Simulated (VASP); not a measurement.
# MgS (I4/mmm) in VASP: notebook

Aim: see how the results for MgS move with the level of theory and the settings. Levels: PBE, r2SCAN. Tasks: single point.

Program: VASP 6.6.1. These are calculated values, not measurements. Logs are shortened: lines on timing, memory, paths and dates and some standing lists are left out, and cuts for length are marked.

## (1) The cell of the first run

The structure is tetragonal, space group I4/mmm (No. 139). Conventional cell: a = 3.876 Å, b = 3.876 Å, c = 5.057 Å, α = 90.00°, β = 90.00°, γ = 90.00°. Mg (site symmetry 4/mmm) has 6 S at 2.53 to 2.74 Å within 3.3 Å. S (site symmetry 4/mmm) has 6 Mg at 2.53 to 2.74 Å within 3.3 Å.

## (2) Single point, PBE (epitaxial xy strain +5.4%)

INCAR reads:

```
SYSTEM = MgS
PREC = Accurate
ENCUT = 520
EDIFF = 1E-6
ISMEAR = -1
SIGMA = 0.02
LREAL = .FALSE.
LASPH = .TRUE.
NELM = 60
ALGO = Normal
ISIF = 2
LWAVE = .FALSE.
LCHARG = .FALSE.
GGA = PE
NBANDS = 11
```

KPOINTS reads:

```
Automatic mesh
0
G
  8 8 8
  0 0 0
```

POSCAR reads:

```
MgS
1.0
    0.0000000000      2.7409592987      2.5283762882
    2.7409592987      0.0000000000      2.5283762882
    2.7409592987      2.7409592987      0.0000000000
Mg S
1 1
Direct
    0.0000000000      0.0000000000      0.0000000000
    0.5000000000      0.5000000000      0.5000000000
```

Potentials or basis: VASP PAW PBE potentials, release 64 (Mg, S).

Command:

```console
$ cat potpaw_PBE.64/Mg/POTCAR potpaw_PBE.64/S/POTCAR > POTCAR
$ mpirun -np 1 vasp_std > vasp.out
```

OUTCAR:

```text
SYSTEM = MgS
   PREC = Accurate
   ENCUT = 520
   EDIFF = 1E-6
   ISMEAR = -1
   LREAL = .FALSE.
   LASPH = .TRUE.
   NELM = 60
   ISIF = 2
   GGA = PE

 ion  position               nearest neighbor table
   1  0.000  0.000  0.000-   2 2.53   2 2.53   2 2.74   2 2.74   2 2.74   2 2.74
   2  0.500  0.500  0.500-   1 2.53   1 2.53   1 2.74   1 2.74   1 2.74   1 2.74

  LATTYP: Found a body centered tetragonal cell.
 ALAT       =     3.8763018141
 C/A-ratio  =     1.3045301473

  Lattice vectors:

 A1 = (   0.0000000000,  -2.7409592987,  -2.5283762882)
 A2 = (   0.0000000000,   2.7409592987,  -2.5283762882)
 A3 = (   2.7409592987,   0.0000000000,   2.5283762882)

Analysis of symmetry for initial positions (statically):
=====================================================================
 Subroutine PRICEL returns:
 Original cell was already a primitive cell.

 Routine SETGRP: Setting up the symmetry group for a
 body centered tetragonal supercell.

 Subroutine GETGRP returns: Found 16 space group operations
 (whereof 16 operations were pure point group operations)
 out of a pool of 16 trial point group operations.

The static configuration has the point symmetry D_4h.

Analysis of symmetry for dynamics (positions and initial velocities):
=====================================================================
 Subroutine PRICEL returns:
 Original cell was already a primitive cell.

 Routine SETGRP: Setting up the symmetry group for a
 body centered tetragonal supercell.

 Subroutine GETGRP returns: Found 16 space group operations
 (whereof 16 operations were pure point group operations)
 out of a pool of 16 trial point group operations.

The dynamic configuration has the point symmetry D_4h.

 Subroutine INISYM returns: Found 16 space group operations
 (whereof 16 operations are pure point group operations),
 and found     1 'primitive' translations

----------------------------------------------------------------------------------------

                                     Primitive cell

  volume of cell :      37.9907

  direct lattice vectors                    reciprocal lattice vectors
     0.000000000  2.740959299  2.528376288    -0.182417886  0.182417886  0.197755375
     2.740959299  0.000000000  2.528376288     0.182417886 -0.182417886  0.197755375
     2.740959299  2.740959299  0.000000000     0.182417886  0.182417886 -0.197755375

  length of vectors
     3.729013882  3.729013882  3.876301814     0.325053470  0.325053470  0.325053470

  position of ions in fractional coordinates (direct lattice)
     0.000000000  0.000000000  0.000000000
     0.500000000  0.500000000  0.500000000

  ion indices of the primitive-cell ions
   primitive index   ion index
                 1           1
                 2           2

----------------------------------------------------------------------------------------

 KPOINTS: Automatic mesh

Automatic generation of k-mesh.
 Grid dimensions read from file:
 generate k-points for:    8    8    8

 Generating k-lattice:

  Cartesian coordinates                     Fractional coordinates (reciprocal lattice)
    -0.022802236  0.022802236  0.024719422     0.125000000  0.000000000  0.000000000
     0.022802236 -0.022802236  0.024719422     0.000000000  0.125000000  0.000000000
     0.022802236  0.022802236 -0.024719422     0.000000000  0.000000000  0.125000000

  Length of vectors
     0.040631684  0.040631684  0.040631684

  Shift w.r.t. Gamma in fractional coordinates (k-lattice)
     0.000000000  0.000000000  0.000000000

 Subroutine IBZKPT returns following result:
 ===========================================

 Found     59 irreducible k-points:

 Following reciprocal coordinates:
            Coordinates               Weight
  0.000000  0.000000  0.000000      1.000000
  0.125000  0.000000  0.000000      8.000000
  0.250000  0.000000  0.000000      8.000000
  0.375000  0.000000  0.000000      8.000000
  0.500000  0.000000  0.000000      4.000000
  0.125000  0.125000  0.000000      2.000000
[... 16 lines left out ...]
  0.250000  0.000000  0.125000     16.000000
  0.375000  0.000000  0.125000     16.000000
 [... further k-points ...]
   k-points           NKPTS =     59   k-points in BZ     NKDIM =     59   number of bands    NBANDS=     11
   number of dos      NEDOS =    301   number of ions     NIONS =      2
   total plane-waves  NPLWV =  23520
   dimension x,y,z NGX =    28 NGY =   28 NGZ =   30
   dimension x,y,z NGXF=    56 NGYF=   56 NGZF=   60
   ions per type =               1   1
   NGX,Y,Z   is equivalent  to a cutoff of  12.48, 12.48, 12.87 a.u.
   NGXF,Y,Z  is equivalent  to a cutoff of  24.97, 24.97, 25.73 a.u.
 SYSTEM =  MgS
   PREC   = accura    normal or accurate (medium, high low for compatibility)
   ISTART =      0    job   : 0-new  1-cont  2-samecut
   ICHARG =      2    charge: 1-file 2-atom 10-const
   ISPIN  =      1    spin polarized calculation?
   LNONCOLLINEAR =      F non collinear calculations
   LSORBIT =      F    spin-orbit coupling
   LASPH  =      T    aspherical Exc in radial PAW
   ENCUT  =  520.0 eV  38.22 Ry    6.18 a.u.   6.93  6.93  7.21*2*pi/ulx,y,z
   NELM   =     60;   NELMIN=  2; NELMDL= -5     # of ELM steps
   EDIFF  = 0.1E-05   stopping-criterion for ELM
   LREAL  =      F    real-space projection
   EDIFFG = 0.1E-04   stopping-criterion for IOM
   NSW    =      0    number of steps for IOM
   IBRION =     -1    ionic relax: 0-MD 1-quasi-New 2-CG
   NFREE  =      0    steps in history (QN), initial steepest desc. (CG)
   ISIF   =      2    stress and relaxation
   ISYM   =      2    0-nonsym 1-usesym 2-fastsym
   POTIM  = 0.5000    time-step for ionic-motion
   TEBEG  =    0.0;   TEEND  =   0.0 temperature during run
   PSTRESS=    0.0 pullay stress
   NELECT =       8.0000    total number of electrons
   NUPDOWN=      -1.0000    fix difference up-down
   EMIN   =  10.00;   EMAX   =-10.00  energy-range for DOS
   EFERMI =   0.00;   METHOD = LEGACY
   ISMEAR =    -1;   SIGMA  =   0.02  broadening in eV -4-tet -1-fermi 0-gaus
   EFERMI_NEDOS =   21; number of points for ismear=-14 and -15
   IALGO  =     38    algorithm
   IMIX   =      4    mixing-type and parameters
     AMIX     =   0.40;   BMIX     =  1.00
     AMIX_MAG =   1.60;   BMIX_MAG =  1.00
  volume/ion in A,a.u.               =      19.00       128.19
  Fermi-wavevector in a.u.,A,eV,Ry     =   0.973971  1.840538 12.906743  0.948619
  Thomas-Fermi vector in A             =   2.104393
   LORBIT       =      0    0 simple, 1 ext, 2 COOP (PROOUT), +10 PAW based schemes
   GGA     = PE    functional components
   LHFCALC =     F    Hartree Fock is set to
   AEXX    =    0.0000 exact exchange contribution
   IVDW    =     0    specifies the selected vdW correction
   LEPSILON=     F    determine dielectric tensor
   LRPA    =     F    only Hartree local field effects (RPA)
 non-spin polarized calculation
  energy-cutoff  :      520.00
  volume of cell :       37.99
 maximum number of plane-waves:      1042
   NGX = 13   NGY = 13   NGZ = 15

 number of electron       8.0000001 magnetization

 Free energy of the ion-electron system (eV)
  ---------------------------------------------------
  ext. energy  EPLUGINS =         0.00000000
  ---------------------------------------------------
  free energy    TOTEN  =        -8.43261983 eV

  energy without entropy =       -8.43261983  energy(sigma->0) =       -8.43261983

 E-fermi :   3.5626     XC(G=0):  -9.3703

 val. band max:        3.1898405789   @ k =   0.0000   0.0000   0.0000
 cond. band min:       5.5249020294   @ k =   0.5000   0.5000   0.0000
 fundamental gap:      2.3350614505
 Fermi energy:         3.5625523225

 k-point     1 :       0.0000    0.0000    0.0000
  band No.  band energies     occupation
      1      -9.2022      2.00000
      2       2.7969      2.00000
      3       3.1898      2.00000
      4       3.1898      2.00000
      5       6.2219      0.00000
      6      10.8383      0.00000
      7      10.8383      0.00000
      8      11.6271      0.00000
      9      12.8008      0.00000
     10      13.7699      0.00000
     11      14.9492      0.00000

 k-point     2 :       0.1250    0.0000    0.0000
  band No.  band energies     occupation
      1      -9.0688      2.00000
      2       2.0157      2.00000
      3       2.9233      2.00000
      4       3.0638      2.00000
      5       7.0451      0.00000
      6      10.6511      0.00000
      7      10.9698      0.00000
      8      11.6142      0.00000
      9      12.2966      0.00000
     10      12.9483      0.00000
     11      15.2213      0.00000

 k-point     3 :       0.2500    0.0000    0.0000
  band No.  band energies     occupation
      1      -8.7116      2.00000
      2       0.4221      2.00000
      3       2.7814      2.00000
      4       2.7917      2.00000
      5       7.7182      0.00000
      6      10.3610      0.00000
      7      10.8427      0.00000
      8      11.3878      0.00000
      9      13.2196      0.00000
     10      13.2513      0.00000
     11      14.6473      0.00000

 k-point     4 :       0.3750    0.0000    0.0000
  band No.  band energies     occupation
      1      -8.2853      2.00000
      2      -0.8741      2.00000
      3       2.5541      2.00000
      4       2.6700      2.00000
      5       7.5698      0.00000
      6       9.7228      0.00000
      7      10.6238      0.00000
      8      12.0955      0.00000
      9      14.2862      0.00000
     10      15.0953      0.00000
     11      15.2618      0.00000
[... 239 lines left out ...]
 k-point    22 :       0.1250    0.0000    0.1250
  band No.  band energies     occupation
      1      -9.0371      2.00000
      2       2.2013      2.00000
      3       2.5188      2.00000
      4       2.9771      2.00000
      5       7.3297      0.00000
      6      10.0611      0.00000
      7      11.0982      0.00000
      8      11.5389      0.00000
      9      11.9799      0.00000
     10      13.6953      0.00000
     11      15.5808      0.00000

 k-point    23 :       0.2500    0.0000    0.1250
  band No.  band energies     occupation
      1      -8.7654      2.00000
      2       0.9474      2.00000
      3       2.4051      2.00000
      4       2.7051      2.00000
      5       8.1087      0.00000
      6       9.8462      0.00000
      7      10.0877      0.00000
      8      11.8833      0.00000
      9      12.6948      0.00000
     10      14.0003      0.00000
     11      16.0076      0.00000

 k-point    24 :       0.3750    0.0000    0.1250
  band No.  band energies     occupation
      1      -8.3594      2.00000
      2      -0.3666      2.00000
      3       2.1946      2.00000
      4       2.4303      2.00000
      5       8.1814      0.00000
      6       9.3266      0.00000
      7      10.9385      0.00000
      8      11.4069      0.00000
      9      14.1232      0.00000
     10      15.5058      0.00000
     11      15.6611      0.00000

 [... further k-points ...]

------------------------ aborting loop because EDIFF is reached ----------------------------------------

  FORCE on cell =-STRESS in cart. coord.  units (eV):
  Direction    XX          YY          ZZ          XY          YZ          ZX
  --------------------------------------------------------------------------------------
  -------------------------------------------------------------------------------------
  Total       -1.2897897     -1.2897897      0.2066627      0.0000000      0.0000000     -0.0000000
  in kB      -54.3942000    -54.3942000      8.7155681      0.0000000      0.0000000     -0.0000000
  external PRESSURE =     -33.3576107 kB  Pullay stress =       0.0000000 kB

 VOLUME and BASIS-vectors are now :
 -----------------------------------------------------------------------------
  energy-cutoff  :      520.00
  volume of cell :       37.99
      direct lattice vectors                 reciprocal lattice vectors
     0.000000000  2.740959299  2.528376288    -0.182417886  0.182417886  0.197755375
     2.740959299  0.000000000  2.528376288     0.182417886 -0.182417886  0.197755375
     2.740959299  2.740959299  0.000000000     0.182417886  0.182417886 -0.197755375

 POSITION                                       TOTAL-FORCE (eV/Angst)
 -----------------------------------------------------------------------------------
      0.00000      0.00000      0.00000        -0.000000      0.000000      0.000000
      2.74096      2.74096      2.52838         0.000000     -0.000000      0.000000
 -----------------------------------------------------------------------------------
    total drift:                                0.000000      0.000000      0.000000

  FREE ENERGIE OF THE ION-ELECTRON SYSTEM (eV)
  ---------------------------------------------------
  free  energy   TOTEN  =        -8.4326198335 eV

  energy  without entropy=       -8.4326198334  energy(sigma->0) =       -8.43261983
```

It took 9.3 s on 1 thread of Intel Xeon 6975P-C (Granite Rapids), shared host; peak memory 0.17 GiB.

What came out:

| Quantity | Value |
| --- | --- |
| Free energy | -8.4326 eV |
| Pressure | -3.3 GPa |
| Band gap on the k mesh | 2.34 eV (least direct gap 3.03 eV) |

Caveat: the cell differs from its parent crystal (epitaxial xy strain +5.4%); the cell stands under tension. A k mesh can miss the band edges.

## (3) Single point, r2SCAN (epitaxial xy strain +5.4%)

POSCAR is that of step 2.

INCAR.step1 reads:

```
ALGO     = Normal         # electronic algorithm
EDIFF    = 1E-4           # SCF threshold, eV
ENCUT    = 520            # plane-wave cutoff, eV
GGA      = PE             # functional
ISMEAR   = 0              # smearing method
LASPH    = T              # aspherical terms in the spheres
LCHARG   = F              # write CHGCAR
LREAL    = F              # projectors in reciprocal space
LWAVE    = T              # write WAVECAR
NBANDS   = 11             # bands
NELM     = 60             # most SCF steps
PREC     = Accurate       # precision mode
SIGMA    = 0.01           # smearing width, eV
```

INCAR.step2 reads:

```
ALGO     = Normal         # electronic algorithm
EDIFF    = 1E-7           # SCF threshold, eV
ENCUT    = 520            # plane-wave cutoff, eV
ISIF     = 2              # what is computed and relaxed
ISMEAR   = 0              # smearing method
ISTART   = 1            
LASPH    = T              # aspherical terms in the spheres
LCHARG   = T              # write CHGCAR
LELF     = T              # ELF
LMIXTAU  = T            
LREAL    = F              # projectors in reciprocal space
LVHAR    = T            
LWAVE    = F              # write WAVECAR
METAGGA  = R2SCAN         # meta-GGA
NBANDS   = 11             # bands
NELM     = 60             # most SCF steps
PREC     = Accurate       # precision mode
SIGMA    = 0.01           # smearing width, eV
```

KPOINTS reads:

```
k-points
0
Gamma
  8 8 8
```

Potentials or basis: VASP PAW PBE potentials, release 64 (Mg, S).

Command:

```console
$ cat potpaw_PBE.64/Mg/POTCAR potpaw_PBE.64/S/POTCAR > POTCAR
$ cp INCAR.step1 INCAR
$ mpirun -np 1 vasp_std > vasp.out
$ cp INCAR.step2 INCAR
$ mpirun -np 1 vasp_std > vasp.out
```

It took 48 s on 1 thread of Intel Xeon 6975P-C (Granite Rapids), shared host; peak memory 0.18 GiB.

The run converged. Its results:

| Quantity | Value |
| --- | --- |
| Free energy | -15.4180 eV |
| Pressure | -4.7 GPa |
| Band gap on the k mesh | 2.98 eV (least direct gap 3.89 eV) |

Stress tensor (GPa, compression positive):
```
-6.77  0.00  0.00
 0.00 -6.77  0.00
 0.00  0.00 -0.51
```

Levels at points of the mesh, in eV from the valence-band top:
| k point | band 1 | band 2 | band 3 | band 4 | band 5 | band 6 | band 7 | band 8 | band 9 |
| --- | --- | --- | --- | --- | --- | --- | --- | --- | --- |
| (0.00, 0.00, 0.00) | -12.90 | -0.40 | 0.00 | 0.00 | 3.89 | 8.22 | 8.22 | 9.04 | 10.19 |
| (0.50, 0.00, 0.00) | -11.75 | -4.61 | -0.76 | -0.59 | 4.90 | 6.89 | 7.86 | 10.28 | 12.65 |
| (0.50, 0.50, 0.00) | -11.26 | -3.96 | -1.90 | -1.90 | 2.98 | 4.84 | 12.79 | 13.29 | 13.29 |
| (0.50, 0.00, 0.50) | -11.51 | -4.02 | -1.91 | -1.23 | 3.33 | 5.14 | 11.93 | 12.75 | 12.92 |

Caveat: the cell differs from its parent crystal (epitaxial xy strain +5.4%); the cell stands under tension; the PAW data sets were made with another functional, which shifts forces and pressure a little.
